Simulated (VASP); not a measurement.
# F2 in VASP: further runs

Runs on F2. Level: PBE. Tasks: single point, relaxation of the atoms.

All numbers are computed with VASP 6.6.1; they aren't measurements. Logs are shortened: lines on timing, memory, paths and dates and some standing lists are left out, and cuts for length are marked.

## Step 1: The cell of the first run

The cell holds a molecule in a box, 2 atoms: a = 9.000 Å, b = 9.500 Å, c = 10.000 Å, α = 90.00°, β = 90.00°, γ = 90.00°.

## Step 2: Single point, PBE

INCAR

```
SYSTEM = F
PREC     = Accurate       ! precision mode
ENCUT    = 520            ! plane-wave cutoff, eV
EDIFF    = 1E-6           ! SCF threshold, eV
ISMEAR   = -1             ! smearing method
SIGMA    = 0.02           ! smearing width, eV
LREAL    = .False.        ! projectors in reciprocal space
LASPH    = .True.         ! aspherical terms in the spheres
NELM     = 60             ! most SCF steps
ALGO     = Normal         ! electronic algorithm
ISIF     = 2              ! what is computed and relaxed
LWAVE    = .False.        ! write WAVECAR
LCHARG   = .False.        ! write CHGCAR
GGA      = PE             ! functional
NBANDS   = 14             ! bands
```

KPOINTS

```
regular mesh
0
Gamma
  1 1 1
  0 0 0
```

POSCAR

```
F
1.0
    9.0000000000      0.0000000000      0.0000000000
    0.0000000000      9.5000000000      0.0000000000
    0.0000000000      0.0000000000     10.0000000000
F
2
Direct
    0.5000000000      0.5000000000      0.4292978184
    0.5000000000      0.5000000000      0.5707021816
```

Potentials or basis: VASP PAW PBE potentials, release 64 (F).

Run with:

```sh
> cat potpaw_PBE.64/F/POTCAR > POTCAR
> mpirun -np 1 vasp_gam > vasp.out
```

OUTCAR:

```text
SYSTEM = F
   PREC = Accurate
   ENCUT = 520
   EDIFF = 1E-6
   ISMEAR = -1
   LREAL = .False.
   LASPH = .True.
   NELM = 60
   ISIF = 2
   GGA = PE

 ion  position               nearest neighbor table
   1  0.500  0.500  0.429-   2 1.41
   2  0.500  0.500  0.571-   1 1.41

  LATTYP: Found a simple orthorhombic cell.
 ALAT       =     9.0000000000
 B/A-ratio  =     1.0555555556
 C/A-ratio  =     1.1111111111

  Lattice vectors:

 A1 = (   9.0000000000,   0.0000000000,   0.0000000000)
 A2 = (   0.0000000000,   9.5000000000,   0.0000000000)
 A3 = (   0.0000000000,   0.0000000000,  10.0000000000)

Analysis of symmetry for initial positions (statically):
=====================================================================
 Subroutine PRICEL returns:
 Original cell was already a primitive cell.

 Routine SETGRP: Setting up the symmetry group for a
 simple orthorhombic supercell.

 Subroutine GETGRP returns: Found  8 space group operations
 (whereof  8 operations were pure point group operations)
 out of a pool of  8 trial point group operations.

The static configuration has the point symmetry D_2h.

Analysis of symmetry for dynamics (positions and initial velocities):
=====================================================================
 Subroutine PRICEL returns:
 Original cell was already a primitive cell.

 Routine SETGRP: Setting up the symmetry group for a
 simple orthorhombic supercell.

 Subroutine GETGRP returns: Found  8 space group operations
 (whereof  8 operations were pure point group operations)
 out of a pool of  8 trial point group operations.

The dynamic configuration has the point symmetry D_2h.

 Subroutine INISYM returns: Found  8 space group operations
 (whereof  8 operations are pure point group operations),
 and found     1 'primitive' translations

----------------------------------------------------------------------------------------

                                     Primitive cell

  volume of cell :     855.0000

  direct lattice vectors                    reciprocal lattice vectors
     9.000000000  0.000000000  0.000000000     0.111111111  0.000000000  0.000000000
     0.000000000  9.500000000  0.000000000     0.000000000  0.105263158  0.000000000
     0.000000000  0.000000000 10.000000000     0.000000000  0.000000000  0.100000000

  length of vectors
     9.000000000  9.500000000 10.000000000     0.111111111  0.105263158  0.100000000

  position of ions in fractional coordinates (direct lattice)
     0.500000000  0.500000000  0.429297818
     0.500000000  0.500000000  0.570702182

  ion indices of the primitive-cell ions
   primitive index   ion index
                 1           1
                 2           2

----------------------------------------------------------------------------------------

 KPOINTS: regular mesh

Automatic generation of k-mesh.
 Grid dimensions read from file:
 generate k-points for:    1    1    1

 Generating k-lattice:

  Cartesian coordinates                     Fractional coordinates (reciprocal lattice)
     0.111111111  0.000000000  0.000000000     1.000000000  0.000000000  0.000000000
     0.000000000  0.105263158  0.000000000     0.000000000  1.000000000  0.000000000
     0.000000000  0.000000000  0.100000000     0.000000000  0.000000000  1.000000000

  Length of vectors
     0.111111111  0.105263158  0.100000000

  Shift w.r.t. Gamma in fractional coordinates (k-lattice)
     0.000000000  0.000000000  0.000000000

 Subroutine IBZKPT returns following result:
 ===========================================

 Found      1 irreducible k-points:

 Following reciprocal coordinates:
            Coordinates               Weight
  0.000000  0.000000  0.000000      1.000000
   k-points           NKPTS =      1   k-points in BZ     NKDIM =      1   number of bands    NBANDS=     14
   number of dos      NEDOS =    301   number of ions     NIONS =      2
   total plane-waves  NPLWV = 403200
   dimension x,y,z NGX =    70 NGY =   72 NGZ =   80
   dimension x,y,z NGXF=   140 NGYF=  144 NGZF=  160
   ions per type =               2
   NGX,Y,Z   is equivalent  to a cutoff of  12.93, 12.60, 13.30 a.u.
   NGXF,Y,Z  is equivalent  to a cutoff of  25.86, 25.20, 26.60 a.u.
 SYSTEM =  F
   PREC   = accura    normal or accurate (medium, high low for compatibility)
   ISTART =      0    job   : 0-new  1-cont  2-samecut
   ICHARG =      2    charge: 1-file 2-atom 10-const
   ISPIN  =      1    spin polarized calculation?
   LNONCOLLINEAR =      F non collinear calculations
   LSORBIT =      F    spin-orbit coupling
   LASPH  =      T    aspherical Exc in radial PAW
   ENCUT  =  520.0 eV  38.22 Ry    6.18 a.u.  16.73 17.66 18.59*2*pi/ulx,y,z
   NELM   =     60;   NELMIN=  2; NELMDL= -5     # of ELM steps
   EDIFF  = 0.1E-05   stopping-criterion for ELM
   LREAL  =      F    real-space projection
   EDIFFG = 0.1E-04   stopping-criterion for IOM
   NSW    =      0    number of steps for IOM
   IBRION =     -1    ionic relax: 0-MD 1-quasi-New 2-CG
   NFREE  =      0    steps in history (QN), initial steepest desc. (CG)
   ISIF   =      2    stress and relaxation
   ISYM   =      2    0-nonsym 1-usesym 2-fastsym
   POTIM  = 0.5000    time-step for ionic-motion
   TEBEG  =    0.0;   TEEND  =   0.0 temperature during run
   PSTRESS=    0.0 pullay stress
   NELECT =      14.0000    total number of electrons
   NUPDOWN=      -1.0000    fix difference up-down
   EMIN   =  10.00;   EMAX   =-10.00  energy-range for DOS
   EFERMI =   0.00;   METHOD = LEGACY
   ISMEAR =    -1;   SIGMA  =   0.02  broadening in eV -4-tet -1-fermi 0-gaus
   EFERMI_NEDOS =   21; number of points for ismear=-14 and -15
   IALGO  =     38    algorithm
   IMIX   =      4    mixing-type and parameters
     AMIX     =   0.40;   BMIX     =  1.00
     AMIX_MAG =   1.60;   BMIX_MAG =  1.00
  volume/ion in A,a.u.               =     427.50      2884.91
  Fermi-wavevector in a.u.,A,eV,Ry     =   0.415715  0.785587  2.351342  0.172819
  Thomas-Fermi vector in A             =   1.374838
   LORBIT       =      0    0 simple, 1 ext, 2 COOP (PROOUT), +10 PAW based schemes
   GGA     = PE    functional components
   LHFCALC =     F    Hartree Fock is set to
   AEXX    =    0.0000 exact exchange contribution
   IVDW    =     0    specifies the selected vdW correction
   LEPSILON=     F    determine dielectric tensor
   LRPA    =     F    only Hartree local field effects (RPA)
 non-spin polarized calculation
  energy-cutoff  :      520.00
  volume of cell :      855.00
 maximum number of plane-waves:     11510
 NGX is ok and might be reduce to    70
   NGX = 33   NGY = 35   NGZ = 37

 number of electron      13.9999996 magnetization

 Free energy of the ion-electron system (eV)
  ---------------------------------------------------
  ext. energy  EPLUGINS =         0.00000000
  ---------------------------------------------------
  free energy    TOTEN  =        -3.61641718 eV

  energy without entropy =       -3.61641718  energy(sigma->0) =       -3.61641718

 E-fermi :  -8.7797     XC(G=0):  -0.6233

 val. band max:       -9.3041516413   @ k =   0.0000   0.0000   0.0000
 cond. band min:      -5.7703919454   @ k =   0.0000   0.0000   0.0000
 fundamental gap:      3.5337596959
 Fermi energy:        -8.7796669226

 k-point     1 :       0.0000    0.0000    0.0000
  band No.  band energies     occupation
      1     -33.8835      2.00000
      2     -27.5680      2.00000
      3     -15.2534      2.00000
      4     -12.6745      2.00000
      5     -12.6745      2.00000
      6      -9.3042      2.00000
      7      -9.3042      2.00000
      8      -5.7704      0.00000
      9      -0.3139      0.00000
     10       1.1859      0.00000
     11       1.2378      0.00000
     12       1.3477      0.00000
     13       1.5129      0.00000
     14       1.5182      0.00000

------------------------ aborting loop because EDIFF is reached ----------------------------------------

  FORCE on cell =-STRESS in cart. coord.  units (eV):
  Direction    XX          YY          ZZ          XY          YZ          ZX
  --------------------------------------------------------------------------------------
  -------------------------------------------------------------------------------------
  Total       -0.1127550     -0.1115943      0.4340992      0.0000000      0.0000000      0.0000000
  in kB       -0.2112906     -0.2091156      0.8134549      0.0000000      0.0000000      0.0000000
  external PRESSURE =       0.1310162 kB  Pullay stress =       0.0000000 kB

 VOLUME and BASIS-vectors are now :
 -----------------------------------------------------------------------------
  energy-cutoff  :      520.00
  volume of cell :      855.00
      direct lattice vectors                 reciprocal lattice vectors
     9.000000000  0.000000000  0.000000000     0.111111111  0.000000000  0.000000000
     0.000000000  9.500000000  0.000000000     0.000000000  0.105263158  0.000000000
     0.000000000  0.000000000 10.000000000     0.000000000  0.000000000  0.100000000

 POSITION                                       TOTAL-FORCE (eV/Angst)
 -----------------------------------------------------------------------------------
      4.50000      4.75000      4.29298         0.000000      0.000000     -0.373774
      4.50000      4.75000      5.70702         0.000000      0.000000      0.373774
 -----------------------------------------------------------------------------------
    total drift:                                0.000000      0.000000      0.000000

  FREE ENERGIE OF THE ION-ELECTRON SYSTEM (eV)
  ---------------------------------------------------
  free  energy   TOTEN  =        -3.6164171842 eV

  energy  without entropy=       -3.6164171842  energy(sigma->0) =       -3.61641718
```

It took 49 s on 1 thread of AMD EPYC 7R43 (Zen 3), shared host; peak memory 0.71 GiB.

What came out:

| Quantity | Value |
| --- | --- |
| Free energy | -3.6164 eV |
| Largest force | 0.374 eV/Å |
| Gap between the frontier levels | 3.53 eV |

Forces in eV/Å, atoms in the order of the input:
```
F    0.000  0.000 -0.374
F    0.000  0.000  0.374
```

Levels at points of the mesh, in eV from the valence-band top:
| k point | band 3 | band 4 | band 5 | band 6 | band 7 | band 8 | band 9 | band 10 | band 11 | band 12 |
| --- | --- | --- | --- | --- | --- | --- | --- | --- | --- | --- |
| (0.00, 0.00, 0.00) | -5.95 | -3.37 | -3.37 | 0.00 | 0.00 | 3.53 | 8.99 | 10.49 | 10.54 | 10.65 |

## Step 3: Relaxation of the atoms, PBE

INCAR

```
PREC = Accurate
ENCUT = 520
EDIFF = 1E-6
ISMEAR = -1
SIGMA = 0.02
LREAL = F
LASPH = T
NELM = 60
ALGO = Normal
ISIF = 2
LWAVE = F
LCHARG = F
GGA = PE
IBRION = 2
NSW = 80
EDIFFG = -0.03
```

KPOINTS

```
Automatic mesh
0
Gamma
  1 1 1
```

POSCAR

```
F
1.0
    9.0000000000      0.0000000000      0.0000000000
    0.0000000000      9.5000000000      0.0000000000
    0.0000000000      0.0000000000     10.0000000000
F
2
Direct
    0.5000000000      0.5000000000      0.4290000000
    0.5000000000      0.5000000000      0.5710000000
```

Potentials or basis: VASP PAW PBE potentials, release 64 (F).

Run with:

```sh
> cat potpaw_PBE.64/F/POTCAR > POTCAR
> mpirun -np 1 vasp_gam > vasp.out
```

Wall time 97 s (1 thread of AMD EPYC 7R43 (Zen 3), shared host); peak memory 0.74 GiB.

The run converged. Its results:

- Free energy: -3.6183 eV
- Energy gained by relaxing: 0.2 meV/atom
- Ionic steps: 3
- Gap between the frontier levels: 3.41 eV

Step by step:
| step | energy change (eV) | largest force (eV/Å) | pressure (GPa) |
| --- | --- | --- | --- |
| 1 | 0.0000 | 0.1575 | -0.01 |
| 2 | 0.0016 | 0.3596 | -0.05 |
| 3 | -0.0004 | 0.0001 | -0.02 |

Final structure:
```cif
data_structure
_symmetry_space_group_name_H-M 'P 1'
_symmetry_Int_Tables_number 1
_cell_length_a 9.0000
_cell_length_b 9.5000
_cell_length_c 10.0000
_cell_angle_alpha 90.000
_cell_angle_beta 90.000
_cell_angle_gamma 90.000
_cell_volume 855.00
loop_
_atom_site_label
_atom_site_type_symbol
_atom_site_fract_x
_atom_site_fract_y
_atom_site_fract_z
_atom_site_occupancy
F1 F 0.50000 0.50000 0.42878 1
F2 F 0.50000 0.50000 0.57122 1
```

Levels at points of the mesh, in eV from the valence-band top:
```tsv
k point	band 3	band 4	band 5	band 6	band 7	band 8	band 9	band 10	band 11
(0.00, 0.00, 0.00)	-5.87	-3.28	-3.28	0.00	0.00	3.41	9.04	10.54	10.61
```
